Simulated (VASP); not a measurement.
# Ru (Fm-3m) in VASP: single point with r2SCAN

Aim: the single point of Ru with r2SCAN.

All numbers are computed with VASP 6.6.1; they aren't measurements. Logs are shortened: lines on timing, memory, paths and dates and some standing lists are left out, and cuts for length are marked.

## (1) The cell of the first run

The structure is cubic, space group Fm-3m (No. 225). The conventional cell has a = 3.830 Å, b = 3.830 Å, c = 3.830 Å, α = 90.00°, β = 90.00°, γ = 90.00°. Ru (site symmetry m-3m) has 12 Ru at 2.71 Å within 3.6 Å.

This isn't the form of Ru at room conditions, which is hcp.

## (2) Single point, r2SCAN

POSCAR reads:

```
Ru
1.0
    0.0000000000      1.9150000000      1.9150000000
    1.9150000000      0.0000000000      1.9150000000
    1.9150000000      1.9150000000      0.0000000000
Ru
1
Direct
    0.0000000000      0.0000000000      0.0000000000
```

INCAR.step1 reads:

```
SYSTEM = Ru
ALGO = Normal
EDIFF = 1E-5
ENCUT = 620
GGA = PE
GGA_COMPAT = .False.
ISMEAR = 0
LASPH = .True.
LCHARG = .False.
LREAL = .False.
LWAVE = .True.
NBANDS = 14
NELM = 120
PREC = Accurate
SIGMA = 0.1
```

INCAR.step2 reads:

```
SYSTEM = Ru
ALGO = Normal
EDIFF = 1E-6
ENCUT = 620
GGA_COMPAT = .False.
ISIF = 2
ISMEAR = 0
ISTART = 1
LASPH = .True.
LCHARG = .True.
LELF = .True.
LMIXTAU = .True.
LREAL = .False.
LVHAR = .True.
LWAVE = .False.
METAGGA = R2SCAN
NBANDS = 14
NELM = 120
PREC = Accurate
SIGMA = 0.1
```

KPOINTS reads:

```
k-points
0
Gamma
  8 8 8
  0 0 0
```

Potentials or basis: VASP PAW PBE potentials, release 64 (Ru_sv).

The run is started by

```console
> cat potpaw_PBE.64/Ru_sv/POTCAR > POTCAR
> cp INCAR.step1 INCAR
> mpirun -np 1 vasp_std > vasp.out
> cp INCAR.step2 INCAR
> mpirun -np 1 vasp_std > vasp.out
```

OUTCAR:

```text
SYSTEM = Ru
   EDIFF = 1E-6
   ENCUT = 620
   ISIF = 2
   ISMEAR = 0
   ISTART = 1
   LASPH = .True.
   LREAL = .False.
   METAGGA = R2SCAN
   NELM = 120
   PREC = Accurate

 ion  position               nearest neighbor table
   1  0.000  0.000  0.000-

  LATTYP: Found a face centered cubic cell.
 ALAT       =     3.8300000000

  Lattice vectors:

 A1 = (   0.0000000000,   1.9150000000,   1.9150000000)
 A2 = (   1.9150000000,   0.0000000000,   1.9150000000)
 A3 = (   1.9150000000,   1.9150000000,   0.0000000000)

Analysis of symmetry for initial positions (statically):
=====================================================================
 Subroutine PRICEL returns:
 Original cell was already a primitive cell.

 Routine SETGRP: Setting up the symmetry group for a
 face centered cubic supercell.

 Subroutine GETGRP returns: Found 48 space group operations
 (whereof 48 operations were pure point group operations)
 out of a pool of 48 trial point group operations.

The static configuration has the point symmetry O_h .

Analysis of symmetry for dynamics (positions and initial velocities):
=====================================================================
 Subroutine PRICEL returns:
 Original cell was already a primitive cell.

 Routine SETGRP: Setting up the symmetry group for a
 face centered cubic supercell.

 Subroutine GETGRP returns: Found 48 space group operations
 (whereof 48 operations were pure point group operations)
 out of a pool of 48 trial point group operations.

The dynamic configuration has the point symmetry O_h .

 Subroutine INISYM returns: Found 48 space group operations
 (whereof 48 operations are pure point group operations),
 and found     1 'primitive' translations

----------------------------------------------------------------------------------------

                                     Primitive cell

  volume of cell :      14.0455

  direct lattice vectors                    reciprocal lattice vectors
     0.000000000  1.915000000  1.915000000    -0.261096606  0.261096606  0.261096606
     1.915000000  0.000000000  1.915000000     0.261096606 -0.261096606  0.261096606
     1.915000000  1.915000000  0.000000000     0.261096606  0.261096606 -0.261096606

  length of vectors
     2.708218972  2.708218972  2.708218972     0.452232587  0.452232587  0.452232587

  position of ions in fractional coordinates (direct lattice)
     0.000000000  0.000000000  0.000000000

  ion indices of the primitive-cell ions
   primitive index   ion index
                 1           1

----------------------------------------------------------------------------------------

 KPOINTS: k-points

Automatic generation of k-mesh.
 Grid dimensions read from file:
 generate k-points for:    8    8    8

 Generating k-lattice:

  Cartesian coordinates                     Fractional coordinates (reciprocal lattice)
    -0.032637076  0.032637076  0.032637076     0.125000000  0.000000000  0.000000000
     0.032637076 -0.032637076  0.032637076     0.000000000  0.125000000  0.000000000
     0.032637076  0.032637076 -0.032637076     0.000000000  0.000000000  0.125000000

  Length of vectors
     0.056529073  0.056529073  0.056529073

  Shift w.r.t. Gamma in fractional coordinates (k-lattice)
     0.000000000  0.000000000  0.000000000

 Subroutine IBZKPT returns following result:
 ===========================================

 Found     29 irreducible k-points:

 Following reciprocal coordinates:
            Coordinates               Weight
  0.000000  0.000000  0.000000      1.000000
  0.125000  0.000000  0.000000      8.000000
  0.250000  0.000000  0.000000      8.000000
  0.375000  0.000000  0.000000      8.000000
  0.500000  0.000000  0.000000      4.000000
  0.125000  0.125000  0.000000      6.000000
[... 16 lines left out ...]
  0.500000  0.250000  0.125000     48.000000
 -0.375000  0.250000  0.125000     24.000000
 [... further k-points ...]
   k-points           NKPTS =     29   k-points in BZ     NKDIM =     29   number of bands    NBANDS=     14
   number of dos      NEDOS =    301   number of ions     NIONS =      1
   total plane-waves  NPLWV =  13824
   dimension x,y,z NGX =    24 NGY =   24 NGZ =   24
   dimension x,y,z NGXF=    48 NGYF=   48 NGZF=   48
   ions per type =               1
   NGX,Y,Z   is equivalent  to a cutoff of  14.73, 14.73, 14.73 a.u.
   NGXF,Y,Z  is equivalent  to a cutoff of  29.47, 29.47, 29.47 a.u.
 SYSTEM =  Ru
   PREC   = accura    normal or accurate (medium, high low for compatibility)
   ISTART =      1    job   : 0-new  1-cont  2-samecut
   ICHARG =      0    charge: 1-file 2-atom 10-const
   ISPIN  =      1    spin polarized calculation?
   LNONCOLLINEAR =      F non collinear calculations
   LSORBIT =      F    spin-orbit coupling
   LASPH  =      T    aspherical Exc in radial PAW
   ENCUT  =  620.0 eV  45.57 Ry    6.75 a.u.   5.50  5.50  5.50*2*pi/ulx,y,z
   NELM   =    120;   NELMIN=  2; NELMDL=  0     # of ELM steps
   EDIFF  = 0.1E-05   stopping-criterion for ELM
   LREAL  =      F    real-space projection
   EDIFFG = 0.1E-04   stopping-criterion for IOM
   NSW    =      0    number of steps for IOM
   IBRION =     -1    ionic relax: 0-MD 1-quasi-New 2-CG
   NFREE  =      0    steps in history (QN), initial steepest desc. (CG)
   ISIF   =      2    stress and relaxation
   ISYM   =      2    0-nonsym 1-usesym 2-fastsym
   POTIM  = 0.5000    time-step for ionic-motion
   TEBEG  =    0.0;   TEEND  =   0.0 temperature during run
   PSTRESS=    0.0 pullay stress
   NELECT =      16.0000    total number of electrons
   NUPDOWN=      -1.0000    fix difference up-down
   EMIN   =  10.00;   EMAX   =-10.00  energy-range for DOS
   EFERMI =   0.00;   METHOD = LEGACY
   ISMEAR =     0;   SIGMA  =   0.10  broadening in eV -4-tet -1-fermi 0-gaus
   EFERMI_NEDOS =   21; number of points for ismear=-14 and -15
   IALGO  =     38    algorithm
   IMIX   =      4    mixing-type and parameters
     AMIX     =   0.40;   BMIX     =  1.00
     AMIX_MAG =   1.60;   BMIX_MAG =  1.00
  volume/ion in A,a.u.               =      14.05        94.78
  Fermi-wavevector in a.u.,A,eV,Ry     =   1.709764  3.230985 39.773793  2.923291
  Thomas-Fermi vector in A             =   2.788187
   LORBIT       =      0    0 simple, 1 ext, 2 COOP (PROOUT), +10 PAW based schemes
   METAGGA = R2SCAN    functional components
   LHFCALC =     F    Hartree Fock is set to
   AEXX    =    0.0000 exact exchange contribution
   IVDW    =     0    specifies the selected vdW correction
   LEPSILON=     F    determine dielectric tensor
   LRPA    =     F    only Hartree local field effects (RPA)
 non-spin polarized calculation
 Gauss-broadening in eV      SIGMA  =   0.10
  energy-cutoff  :      620.00
  volume of cell :       14.05
 maximum number of plane-waves:       531
 NGX is ok and might be reduce to    24
   NGX = 11   NGY = 11   NGZ = 11

 number of electron      16.0000002 magnetization

 Free energy of the ion-electron system (eV)
  ---------------------------------------------------
  ext. energy  EPLUGINS =         0.00000000
  ---------------------------------------------------
  free energy    TOTEN  =       -25.36948006 eV

  energy without entropy =      -25.36563049  energy(sigma->0) =      -25.36755527

 E-fermi :  14.1562     XC(G=0): -15.2855

 val. band max:       14.1403684909   @ k =   0.0000   0.0000   0.0000
 cond. band min:      14.3129638016   @ k =   0.2500   0.0000   0.0000
 fundamental gap:      0.1725953107
 Fermi energy:        14.1562404679

 k-point     1 :       0.0000    0.0000    0.0000
  band No.  band energies     occupation
      1     -60.8654      2.00000
      2     -29.4788      2.00000
      3     -29.4788      2.00000
      4     -29.4788      2.00000
      5       6.2192      2.00000
      6      11.7288      2.00000
      7      11.7288      2.00000
      8      11.7288      2.00000
      9      14.1404      1.17760
     10      14.1404      1.17760
     11      29.9014      0.00000
     12      35.7664      0.00000
     13      35.7664      0.00000
     14      35.7664      0.00000

 k-point     2 :       0.1250    0.0000    0.0000
  band No.  band energies     occupation
      1     -60.8403      2.00000
      2     -29.6349      2.00000
      3     -29.4993      2.00000
      4     -29.4993      2.00000
      5       6.8659      2.00000
      6      11.4324      2.00000
      7      11.9730      2.00000
      8      11.9730      2.00000
      9      14.0124      1.95802
     10      14.0124      1.95802
     11      30.9019      0.00000
     12      33.3251      0.00000
     13      36.8009      0.00000
     14      36.8009      0.00000

 k-point     3 :       0.2500    0.0000    0.0000
  band No.  band energies     occupation
      1     -60.7794      2.00000
      2     -30.0034      2.00000
      3     -29.5483      2.00000
      4     -29.5483      2.00000
      5       8.1321      2.00000
      6      11.4548      2.00000
      7      12.1259      2.00000
      8      12.1259      2.00000
      9      14.3130      0.02666
     10      14.3130      0.02666
     11      29.9411      0.00000
     12      32.0666      0.00000
     13      39.4183      0.00000
     14      39.4183      0.00000

 k-point     4 :       0.3750    0.0000    0.0000
  band No.  band energies     occupation
      1     -60.7181      2.00000
      2     -30.3608      2.00000
      3     -29.5969      2.00000
      4     -29.5969      2.00000
      5       8.3252      2.00000
      6      11.7875      2.00000
      7      11.7875      2.00000
      8      13.5343      2.00000
      9      15.3920      0.00000
     10      15.3920      0.00000
     11      26.5651      0.00000
     12      30.4260      0.00000
     13      37.5555      0.00000
     14      37.5555      0.00000

 k-point     5 :       0.5000    0.0000    0.0000
  band No.  band energies     occupation
      1     -60.6924      2.00000
      2     -30.5058      2.00000
      3     -29.6169      2.00000
      4     -29.6169      2.00000
      5       8.1895      2.00000
      6      11.6027      2.00000
      7      11.6027      2.00000
      8      15.3120      0.00000
      9      15.9943      0.00000
     10      15.9943      0.00000
     11      24.3953      0.00000
[... 276 lines left out ...]
 k-point    22 :       0.3750    0.2500    0.1250
  band No.  band energies     occupation
      1     -60.7341      2.00000
      2     -30.0909      2.00000
      3     -29.7389      2.00000
      4     -29.6121      2.00000
      5       9.3231      2.00000
      6      10.1519      2.00000
      7      11.6630      2.00000
      8      13.5870      2.00000
      9      13.7373      2.00000
     10      16.1383      0.00000
     11      30.5673      0.00000
     12      32.3837      0.00000
     13      34.5948      0.00000
     14      36.2915      0.00000

 k-point    23 :       0.5000    0.2500    0.1250
  band No.  band energies     occupation
      1     -60.6847      2.00000
      2     -30.2832      2.00000
      3     -29.8524      2.00000
      4     -29.6712      2.00000
      5       9.5236      2.00000
      6      10.6593      2.00000
      7      11.2957      2.00000
      8      13.2377      2.00000
      9      15.1280      0.00000
     10      18.5280      0.00000
     11      27.0313      0.00000
     12      31.0868      0.00000
     13      32.6584      0.00000
     14      37.3098      0.00000

 k-point    24 :      -0.3750    0.2500    0.1250
  band No.  band energies     occupation
      1     -60.6641      2.00000
      2     -30.3658      2.00000
      3     -29.8879      2.00000
      4     -29.7031      2.00000
      5       9.4559      2.00000
      6      10.3892      2.00000
      7      12.0891      2.00000
      8      12.9115      2.00000
      9      15.7541      0.00000
     10      20.6960      0.00000
     11      23.9853      0.00000
     12      30.9999      0.00000
     13      32.1090      0.00000
     14      35.9242      0.00000

 [... further k-points ...]

------------------------ aborting loop because EDIFF is reached ----------------------------------------

  FORCE on cell =-STRESS in cart. coord.  units (eV):
  Direction    XX          YY          ZZ          XY          YZ          ZX
  --------------------------------------------------------------------------------------
  -------------------------------------------------------------------------------------
  Total       -1.0213110     -1.0213110     -1.0213110     -0.0000000      0.0000000      0.0000000
  in kB     -116.5017051   -116.5017051   -116.5017051     -0.0000000      0.0000000      0.0000000
  external PRESSURE =    -116.5017051 kB  Pullay stress =       0.0000000 kB

 VOLUME and BASIS-vectors are now :
 -----------------------------------------------------------------------------
  energy-cutoff  :      620.00
  volume of cell :       14.05
      direct lattice vectors                 reciprocal lattice vectors
     0.000000000  1.915000000  1.915000000    -0.261096606  0.261096606  0.261096606
     1.915000000  0.000000000  1.915000000     0.261096606 -0.261096606  0.261096606
     1.915000000  1.915000000  0.000000000     0.261096606  0.261096606 -0.261096606

 POSITION                                       TOTAL-FORCE (eV/Angst)
 -----------------------------------------------------------------------------------
      0.00000      0.00000      0.00000         0.000000      0.000000      0.000000
 -----------------------------------------------------------------------------------
    total drift:                               -0.000000      0.000000      0.000000

  FREE ENERGIE OF THE ION-ELECTRON SYSTEM (eV)
  ---------------------------------------------------
  free  energy   TOTEN  =       -25.3694800632 eV

  energy  without entropy=      -25.3656304865  energy(sigma->0) =      -25.36755527
```

Wall time 23 s (1 thread of Intel Xeon Platinum 8259CL at 2.50GHz (Skylake/Cascade Lake), shared host); peak memory 0.14 GiB.

Results:

- Free energy: -25.3695 eV
- Pressure: -11.7 GPa
- Band gap on the k mesh: zero (bands 8 and 9 overlap by 3.09 eV)

Caveat: the cell stands under tension; the PAW data sets were made with another functional, which shifts forces and pressure a little.

The gap in the log of VASP goes by the Fermi energy; the results here count the filled bands.